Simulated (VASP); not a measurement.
AlN:

```xyz
4
Lattice="3.1057 0.0000 0.0000 -1.5528 2.6896 0.0000 0.0000 0.0000 5.0045" Properties=species:S:1:pos:R:3 pbc="T T T"
Al    0.0000    1.7931    0.0000
Al    1.5528    0.8965    2.5022
N     0.0000    1.7931    1.8767
N     1.5528    0.8965    4.3789
```

```yaml
Program: VASP 6.6.1
Task: relaxation of cell and atoms
Functional: PBEsol
Potentials_or_basis: VASP PAW PBE potentials, release 64 (Al, N)
Cutoff: 600 eV
k_mesh: 9 × 9 × 6
Occupations: gaussian, width 0.02 eV
Spin: no spin polarisation
```

At the start: pressure 0.2 GPa; volume 10.45 Å³/atom.

Q: Where does the relaxation end?

A: Over 8 steps the energy falls by 3.0 meV/atom; space group P6_3mc (No. 186, to 0.05 Å).

The path:
| step | energy change (eV) | largest force (eV/Å) | pressure (GPa) | volume (Å³) |
| --- | --- | --- | --- | --- |
| 1 | 0.0000 | 0.3905 | 0.22 | 41.80 |
| 2 | -0.0045 | 0.1874 | -0.17 | 41.89 |
| 3 | -0.0091 | 0.0418 | -0.05 | 41.85 |
| 4 | -0.0115 | 0.0194 | -0.09 | 41.84 |
| 5 | -0.0120 | 0.0075 | -0.11 | 41.84 |
| 6 | -0.0120 | 0.0067 | -0.11 | 41.84 |
| 7 | -0.0120 | 0.0058 | 0.10 | 41.79 |
| 8 | -0.0120 | 0.0002 | 0.00 | 41.81 |

Final structure:
```xyz
4
Lattice="3.1130 0.0000 0.0000 -1.5565 2.6960 0.0000 0.0000 0.0000 4.9820" Properties=species:S:1:pos:R:3 pbc="T T T"
Al    0.0000    1.7973    4.9646
Al    1.5565    0.8987    2.4736
N     0.0000    1.7973    1.8857
N     1.5565    0.8987    4.3767
```

Caveat: the PAW data sets were made with another functional, which shifts forces and pressure a little.
